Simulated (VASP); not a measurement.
Write the native input for VASP 6.6.1 that does the following.

- Task: relaxation of the atoms
- Functional: PBE
- Potentials or basis: VASP PAW PBE potentials, release 64 (Te)
- Cutoff: 520 eV
- k mesh: 6 × 6 × 4
- Occupations: fermi-dirac, width 0.05 eV
- Spin: no spin polarisation
- Dipole correction: no
- Further INCAR settings: ALGO = Normal; EDIFF = 1e-06; IBRION = 2; EDIFFG = -0.01; NSW = 60

The structure of Te lies in POSCAR:

```
Te
1.0
    4.4094600000      0.0000000000      0.0000000000
   -2.2047300000      3.8187043770      0.0000000000
    0.0000000000      0.0000000000      5.9240000000
Te
3
Direct
    0.7310000000      0.7310000000      0.0000000000
    0.0000000000      0.2690000000      0.6666666667
    0.2690000000      0.0000000000      0.3333333333
```

One way to write it, as run:

INCAR

```
SYSTEM = Te
ALGO = Normal
EDIFF = 1E-6
EDIFFG = -0.01
ENCUT = 520
GGA = PE
IBRION = 2
ISIF = 2
ISMEAR = -1
LASPH = .True.
LCHARG = .False.
LREAL = .False.
LWAVE = .False.
NELM = 100
NSW = 60
PREC = Accurate
SIGMA = 0.05
```

KPOINTS

```
k-points
0
Gamma
  6 6 4
  0 0 0
```

Potentials or basis: VASP PAW PBE potentials, release 64 (Te).

The run is started by

```console
$ cat potpaw_PBE.64/Te/POTCAR > POTCAR
$ mpirun -np 1 vasp_std > vasp.out
```

Results of the run:

* Energy gained by relaxing: 4.8 meV/atom
* Ionic steps: 4
* Pressure after relaxing: 1.4 GPa
* Largest force after relaxing: 0.003 eV/Å
* Band gap on the k mesh: 0.13 eV

Caveat: semilocal functionals underestimate gaps, and a narrow one can read as zero; spin-orbit coupling is left out, which moves the levels of the heavy elements.

Wall time 61 s on 1 thread of Intel(R) Xeon(R) Platinum 8124M CPU @ 3.00GHz (Skylake/Cascade Lake) (shared host), peak memory 0.24 GiB.
